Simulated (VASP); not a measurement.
The system is TiCo3.

```
Ti Co
1.0
     3.29211    0.00000    0.00000
     0.00000    3.29211    0.00000
     0.00000    0.00000    3.29211
Ti Co
1 3
Direct
  0.00000 0.00000 0.00000
  0.00000 0.50000 0.50000
  0.50000 0.00000 0.50000
  0.50000 0.50000 0.00000
```

Base run:

- Program: VASP 6.6.1
- Functional: PBEsol
- Potentials or basis: VASP PAW PBE potentials, release 64 (Ti_sv, Co)
- Cutoff: 520 eV
- k mesh: 12 × 12 × 12
- Occupations: gaussian, width 0.15 eV
- Spin: collinear spin, ferromagnetic start
- Starting moments: [0.9, 1.98, 1.98, 1.98] μB
- Fixed moment: 6.84 μB

Its results: pressure 120.3 GPa; site moments Ti +0.86; Co +1.93 μB.

The run is repeated on the same cell with these changes: fixed moment from 6.84 μB to 0.76 μB; moments at the start from [0.9, 1.98, 1.98, 1.98] to [0.1, 0.22, 0.22, 0.22]. What comes out?

Pressure 77.3 GPa; site moments Ti -0.04; Co +0.26 μB.

Caveats: the cell stands under pressure; the PAW data sets were made with another functional, which shifts forces and pressure a little; the total moment is fixed, so each spin has its own Fermi level.
